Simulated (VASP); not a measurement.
Here is a VASP 6.6.1 calculation.

The input INCAR:

```
SYSTEM = Li
PREC = Accurate
ENCUT = 520
EDIFF = 1E-6
ISMEAR = 0
SIGMA = 0.05
LREAL = Auto
LASPH = .TRUE.
NELM = 80
ALGO = Normal
ISIF = 2
LWAVE = .FALSE.
LCHARG = .FALSE.
GGA = PE
IVDW = 12
NBANDS = 40
```

File KPOINTS:

```
Automatic mesh
0
G
  3 3 3
  0 0 0
```

The input POSCAR:

```
Li
1.0
    6.9800000000      0.0000000000      0.0000000000
    0.0000000000      6.9800000000      0.0000000000
    0.0000000000      0.0000000000      6.9800000000
Li
17
Direct
    0.0015717765     -0.0333161891      0.0056313754
    0.4535608883     -0.0057590258      0.0318184814
   -0.0536054441      0.5488909742     -0.0890385387
   -0.0080746418      0.0006863897      0.4758659026
    0.3411991404      0.2607823782      0.3672888252
    0.4803058739      0.4975179083     -0.0119154728
    0.5161030086     -0.0441393983      0.4778355301
    0.7285994269      0.2488810888      0.2317518625
   -0.0243236390      0.4838444126      0.5064502865
    0.2357527221      0.7042753582      0.2583093123
    0.2457975645      0.2300571633      0.7482646132
    0.5433636103      0.5241388252      0.5413636103
    0.7495497135      0.7183859599      0.2319799427
    0.7326391117      0.2208694842      0.7621358166
    0.2466455587      0.7523691977      0.7280329513
    0.7190875358      0.8037707736      0.7641714900
    0.1013478510      0.3136053009      0.1223015759
```

Potentials or basis: VASP PAW PBE potentials, release 64 (Li_sv).

Run with:

```console
$ cat potpaw_PBE.64/Li_sv/POTCAR > POTCAR
$ mpirun -np 1 vasp_std > vasp.out
```

Problem. Estimate the dispersion energy per atom.

Solution. -0.172 eV.

Problem. Estimate the largest force.

Solution. 0.047 eV/Å.

Forces in eV/Å, atoms in the order of the input:
```
Li   0.011 -0.017  0.030
Li  -0.003  0.005  0.008
Li  -0.016 -0.003 -0.029
Li   0.006 -0.007 -0.003
Li  -0.028  0.006 -0.020
Li   0.002 -0.004  0.010
Li  -0.004 -0.005 -0.012
Li   0.001 -0.007 -0.007
Li   0.009 -0.003 -0.010
Li   0.009  0.002  0.003
Li  -0.008 -0.011  0.003
Li   0.009 -0.012  0.012
Li  -0.003  0.002 -0.007
Li   0.004  0.010  0.001
Li  -0.007  0.005 -0.006
Li  -0.008  0.011  0.002
Li   0.028  0.029  0.025
```
